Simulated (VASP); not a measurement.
Pd: single point with revPBE

The system is Pd.

```
CELL_PARAMETERS angstrom
-2.97170 3.38312 1.34121
3.38312 -2.97170 1.34121
1.91218 1.91218 -0.58769
ATOMIC_POSITIONS crystal
Pd 0.00797 0.99203 0.00000
Pd 0.74203 0.25797 0.50000
```

```
Program                : VASP 6.6.1
Task                   : single point
Functional             : revPBE
Potentials or basis    : VASP PAW PBE potentials, release 64 (Pd)
Cutoff                 : 520 eV
k mesh                 : 14 × 14 × 13
Occupations            : fermi-dirac, width 0.05 eV
Spin                   : collinear spin
Starting moments       : [0.5, 0.5] μB
Dipole correction      : no
Further INCAR settings : ALGO = Normal; EDIFF = 1e-07; NBANDS = 21
```

```yaml
Pressure: -5.1 GPa
Largest_force: 0.030 eV/Å
Band_gap_on_the_k_mesh: zero (filled and empty bands overlap)
Net_moment: 0.00 μB per cell
Valence_electrons_inside_the_program's_atomic_spheres: Pd 9.26
```

Forces on the atoms (eV/Å):
```
Pd  -0.021  0.021  0.000
Pd   0.021 -0.021  0.000
```

Stress tensor (GPa, compression positive):
```
-5.16  0.11  0.03
 0.11 -5.16  0.03
 0.03  0.03 -4.89
```

Levels at points of the mesh, in eV from the Fermi level:
Spin up:
| k point | band 6 | band 7 | band 8 | band 9 | band 10 | band 11 | band 12 | band 13 | band 14 | band 15 |
| --- | --- | --- | --- | --- | --- | --- | --- | --- | --- | --- |
| (0.00, 0.00, 0.00) | -1.95 | -1.25 | -0.79 | -0.41 | -0.20 | 0.28 | 2.00 | 7.18 | 14.01 | 17.41 |
| (0.50, 0.00, 0.00) | -1.77 | -1.36 | -1.04 | -0.92 | -0.10 | 1.80 | 3.73 | 4.46 | 9.07 | 12.89 |
| (0.50, 0.50, 0.00) | -1.90 | -1.51 | -1.16 | -1.13 | -0.57 | -0.03 | 0.09 | 13.87 | 14.30 | 15.77 |
Spin down:
```
           k point  band 6  band 7  band 8  band 9  band 10  band 11  band 12  band 13  band 14  band 15
(0.00, 0.00, 0.00)   -1.95   -1.25   -0.79   -0.41    -0.20     0.28     2.00     7.18    14.01    17.41
(0.50, 0.00, 0.00)   -1.77   -1.36   -1.04   -0.92    -0.10     1.80     3.73     4.46     9.07    12.89
(0.50, 0.50, 0.00)   -1.90   -1.51   -1.16   -1.13    -0.57    -0.03     0.09    13.87    14.30    15.77
```

Wall time 31 min on 1 thread of Oxide Virtual Turin-like Processor, on a shared host, peak memory 0.68 GiB.

Caveat: the cell stands under tension; the PAW data sets were made with another functional, which shifts forces and pressure a little.
